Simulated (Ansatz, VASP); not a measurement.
**Two plane-wave programs on InP**

INCAR

```
SYSTEM = InP
PREC = Accurate
ENCUT = 500
EDIFF = 1E-6
ISMEAR = 0
SIGMA = 0.01
LREAL = .False.
LASPH = .True.
NELM = 120
ALGO = Normal
ISIF = 2
LWAVE = .False.
LCHARG = .False.
GGA = PE
NBANDS = 16
GGA_COMPAT = .False.
```

Contents of KPOINTS:

```
Automatic mesh
0
Gamma
  6 6 6
  0 0 0
```

The input POSCAR:

```
InP
1.0
    0.0000000000      2.9305000000      2.9305000000
    2.9305000000      0.0000000000      2.9305000000
    2.9305000000      2.9305000000      0.0000000000
In P
1 1
Direct
    0.0000000000      0.0000000000      0.0000000000
    0.7500000000      0.7500000000      0.7500000000
```

Input for Ansatz:

```yaml
crystal:
  lattice:
    bravais: fcc
    a: 5.861
  space_group: 216
  atoms:
    - { symbol: In, position: [0.0, 0.0, 0.0] }
    - { symbol: P, position: [0.25, 0.25, 0.75] }
  reduce_to_primitive: true
basis:
  ecutwfc: 475.0
kpoints:
  mp_grid:
    grid: [6, 6, 6]
hamiltonian:
  xc: pbe
scf:
  occupations:
    method: fixed
output:
  eigenvalues: true
```

Alike in both runs: task single point; functional PBE; k mesh 6 × 6 × 6; no spin polarisation.

|  | VASP | Ansatz |
| --- | --- | --- |
| version | VASP 6.6.1 | Ansatz 0.2.0 |
| potentials or method | VASP PAW PBE potentials, release 64 (In_d, P), cutoff 500 eV | plane waves, PAW |
| occupations | gaussian, width 0.01 eV | fixed |
| valence electrons in the cell | 18 | 18 |

```tsv
	VASP	Ansatz	Ansatz less VASP
gap on the k mesh at the Fermi level (eV)	0.71	0.71	+0.003
```
